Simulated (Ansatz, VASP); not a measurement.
## One calculation of ZrSi3, two programs

```
CELL_PARAMETERS angstrom
3.98994 0.00000 0.00000
0.00000 3.98994 0.00000
0.00000 0.00000 3.98994
ATOMIC_POSITIONS crystal
Zr 0.00000 0.00000 0.00000
Si 0.00000 0.50000 0.50000
Si 0.50000 0.50000 0.00000
Si 0.50000 0.00000 0.50000
```

Alike in both runs: task single point; functional PBEsol; k mesh 8 × 8 × 8; occupations gaussian, width 0.05 eV; no spin polarisation.

|  | VASP | Ansatz |
| --- | --- | --- |
| version | VASP 6.6.1 | Ansatz 0.2.0 |
| potentials or method | VASP PAW PBE potentials, release 64 (Zr_sv, Si), cutoff 520 eV | scalar-relativistic, plane waves, PAW |
| valence electrons in the cell | 24 | 24 |

Ansatz gave:

- gap on the k mesh at the Fermi level (eV): none
- pressure (GPa): -3.5

Question: Which values does VASP return?

Answer: gap on the k mesh at the Fermi level (eV): none; pressure (GPa): -3.3.

VASP's potentials were made for PBE, not for PBEsol. A gap of «none» marks a metal or a gap that the smearing closes.
